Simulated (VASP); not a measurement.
# NaF (Fm-3m) in VASP: notebook, part 2 of 2

VASP 6.6.1. Earlier steps stand in the parts before.

**4. Single point, PBE**

INCAR reads:

```
SYSTEM = NaF
PREC = Accurate
ENCUT = 600
EDIFF = 1E-6
ISMEAR = 0
SIGMA = 0.1
LREAL = .False.
LASPH = .True.
NELM = 120
ALGO = Normal
ISIF = 2
LWAVE = .False.
LCHARG = .True.
GGA = PE
LELF = .True.
LVHAR = .True.
NBANDS = 14
NELECT = 13.9
GGA_COMPAT = .False.
```

KPOINTS reads:

```
regular mesh
0
Gamma
  8 8 8
  0 0 0
```

POSCAR reads:

```
NaF
1.0
    0.0000000000      2.2858943317      2.2858943317
    2.2858943317      0.0000000000      2.2858943317
    2.2858943317      2.2858943317      0.0000000000
Na F
1 1
Direct
    0.0000000000      0.0000000000      0.0000000000
    0.5000000000      0.5000000000      0.5000000000
```

Potentials or basis: VASP PAW PBE potentials, release 64 (Na_pv, F).

On the command line:

```console
$ cat potpaw_PBE.64/Na_pv/POTCAR potpaw_PBE.64/F/POTCAR > POTCAR
$ mpirun -np 1 vasp_std > vasp.out
```

OUTCAR:

```text
SYSTEM = NaF
   PREC = Accurate
   ENCUT = 600
   EDIFF = 1E-6
   ISMEAR = 0
   LREAL = .False.
   LASPH = .True.
   NELM = 120
   ISIF = 2
   GGA = PE
   NELECT = 13.9

 ion  position               nearest neighbor table
   1  0.000  0.000  0.000-   2 2.29   2 2.29   2 2.29   2 2.29   2 2.29   2 2.29
   2  0.500  0.500  0.500-   1 2.29   1 2.29   1 2.29   1 2.29   1 2.29   1 2.29

  LATTYP: Found a face centered cubic cell.
 ALAT       =     4.5717886634

  Lattice vectors:

 A1 = (   0.0000000000,   2.2858943317,   2.2858943317)
 A2 = (   2.2858943317,   0.0000000000,   2.2858943317)
 A3 = (   2.2858943317,   2.2858943317,   0.0000000000)

Analysis of symmetry for initial positions (statically):
=====================================================================
 Subroutine PRICEL returns:
 Original cell was already a primitive cell.

 Routine SETGRP: Setting up the symmetry group for a
 face centered cubic supercell.

 Subroutine GETGRP returns: Found 48 space group operations
 (whereof 48 operations were pure point group operations)
 out of a pool of 48 trial point group operations.

[... 177 lines left out ...]
      6      -2.1740      0.52401
      7      -2.1740      0.52401
      8       4.7022      0.00000
      9      17.4687      0.00000
     10      17.4687      0.00000
     11      17.4687      0.00000
     12      20.4862      0.00000
     13      22.6100      0.00000
     14      22.6100      0.00000
[... 377 lines left out ...]
      1     -21.6854      2.00000
      2     -20.6687      2.00000
      3     -20.6421      2.00000
      4     -20.1716      2.00000
      5      -3.4858      2.00000
      6      -2.7535      2.00000
      7      -2.5194      1.99998
      8      10.2384      0.00000
      9      11.1644      0.00000
     10      15.7390      0.00000
     11      17.6119      0.00000
     12      20.8143      0.00000
     13      21.8965      0.00000
     14      26.8453      0.00000

 [... further k-points ...]

------------------------ aborting loop because EDIFF is reached ----------------------------------------

  FORCE on cell =-STRESS in cart. coord.  units (eV):
  Direction    XX          YY          ZZ          XY          YZ          ZX
  --------------------------------------------------------------------------------------
  -------------------------------------------------------------------------------------
  Total        0.2007142      0.2007142      0.2007142      0.0000000     -0.0000000     -0.0000000
  in kB       13.4613971     13.4613971     13.4613971      0.0000000     -0.0000000     -0.0000000
  external PRESSURE =      13.4613971 kB  Pullay stress =       0.0000000 kB

 VOLUME and BASIS-vectors are now :
 -----------------------------------------------------------------------------
  energy-cutoff  :      600.00
  volume of cell :       23.89
      direct lattice vectors                 reciprocal lattice vectors
     0.000000000  2.285894332  2.285894332    -0.218732770  0.218732770  0.218732770
     2.285894332  0.000000000  2.285894332     0.218732770 -0.218732770  0.218732770
     2.285894332  2.285894332  0.000000000     0.218732770  0.218732770 -0.218732770

 POSITION                                       TOTAL-FORCE (eV/Angst)
 -----------------------------------------------------------------------------------
      0.00000      0.00000      0.00000         0.000000     -0.000000      0.000000
      2.28589      2.28589      2.28589        -0.000000      0.000000     -0.000000
 -----------------------------------------------------------------------------------
    total drift:                                0.000000      0.000000      0.000000

  FREE ENERGIE OF THE ION-ELECTRON SYSTEM (eV)
  ---------------------------------------------------
  free  energy   TOTEN  =        -8.3384980172 eV

  energy  without entropy=       -8.3302746742  energy(sigma->0) =       -8.33438635
```

OSZICAR:

```text
N       E                     dE             d eps       ncg     rms          rms(c)
DAV:   1     0.116780278532E+03    0.11678E+03   -0.76016E+03   818   0.126E+03
DAV:   2    -0.298268776090E+01   -0.11976E+03   -0.11159E+03   902   0.367E+02
DAV:   3    -0.891379601178E+01   -0.59311E+01   -0.59047E+01  1022   0.741E+01
DAV:   4    -0.895852276019E+01   -0.44727E-01   -0.44723E-01   914   0.686E+00
DAV:   5    -0.895896807052E+01   -0.44531E-03   -0.44531E-03   986   0.687E-01    0.468E+00
DAV:   6    -0.834037792565E+01    0.61859E+00   -0.20756E+00   998   0.130E+01    0.152E+00
DAV:   7    -0.833480805797E+01    0.55699E-02   -0.22457E-02   860   0.193E+00    0.937E-01
DAV:   8    -0.833794309674E+01   -0.31350E-02   -0.21160E-02   872   0.252E+00    0.113E-01
DAV:   9    -0.833854238589E+01   -0.59929E-03   -0.28209E-03   962   0.519E-01    0.778E-02
DAV:  10    -0.833849980073E+01    0.42585E-04   -0.42724E-04   890   0.264E-01    0.114E-02
DAV:  11    -0.833849790957E+01    0.18912E-05   -0.12574E-05   920   0.371E-02    0.177E-03
DAV:  12    -0.833849801724E+01   -0.10768E-06   -0.79914E-07   866   0.927E-03
   1 F= -.83384980E+01 E0= -.83343863E+01  d E =-.822334E-02
```

It took 8.8 s on 1 thread of Intel Xeon Platinum 8488C (Sapphire Rapids), shared host; peak memory 0.15 GiB.

What came out:

| Quantity | Value |
| --- | --- |
| Free energy | -8.3385 eV |

Caveat: the cell carries a net charge on a neutralising background, which shifts energy and pressure; the cell is charged against a uniform background, so pressure and absolute levels hang on convention.
